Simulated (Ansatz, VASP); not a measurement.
Two plane-wave programs on NaCaYC6N6

```xyz
15
Lattice="0.0000 6.1094 6.1094 6.1094 0.0000 6.1094 6.1094 6.1094 0.0000" Properties=species:S:1:pos:R:3 pbc="T T T"
Na    9.1642    9.1642    9.1642
Ca    6.1094    6.1094    6.1094
Y     0.0000    0.0000    0.0000
C     2.4961    6.1094    6.1094
C     6.1094    6.1094    2.4961
C     6.1094    9.7228    6.1094
C     9.7228    6.1094    6.1094
C     6.1094    6.1094    9.7228
C     6.1094    2.4961    6.1094
N     3.6649    6.1094    6.1094
N     6.1094    6.1094    3.6649
N     6.1094    8.5540    6.1094
N     8.5540    6.1094    6.1094
N     6.1094    6.1094    8.5540
N     6.1094    3.6649    6.1094
```

Alike in both runs: functional PBE; k mesh 4 × 4 × 4; occupations gaussian, width 0.1 eV; no spin polarisation.

Ansatz relaxed the structure, and its values are those at the end. VASP's run is a single point on that final structure, the one shown.

|  | VASP | Ansatz |
| --- | --- | --- |
| version | VASP 6.6.1 | Ansatz 0.2.0 |
| potentials or method | VASP PAW PBE potentials, release 64 (Na_pv, Ca_sv, Y_sv, C, N), cutoff 520 eV | scalar-relativistic, plane waves, PAW |
| valence electrons in the cell | 82 | 84 |

```tsv
	VASP	Ansatz	Ansatz less VASP
gap on the k mesh at the Fermi level (eV)	4.36	4.37	+0.009
least direct gap on the mesh (eV)	4.36	4.37	+0.009
pressure (GPa)	0.3	0.0	-0.30
rms of the force components (eV/Å)	0.205	0.005	-0.2002
```

One of these differences is far larger than is usual between the two programs; its cause wasn't traced. The functional is the same, so the differences come from potentials, cutoffs and numerics. VASP's potentials hold 82 valence electrons a cell and Ansatz's 84, so a difference there can come from the potentials and not from the codes.

Noted on VASP's run: the standard files for N, O and F lose accuracy on very short bonds.
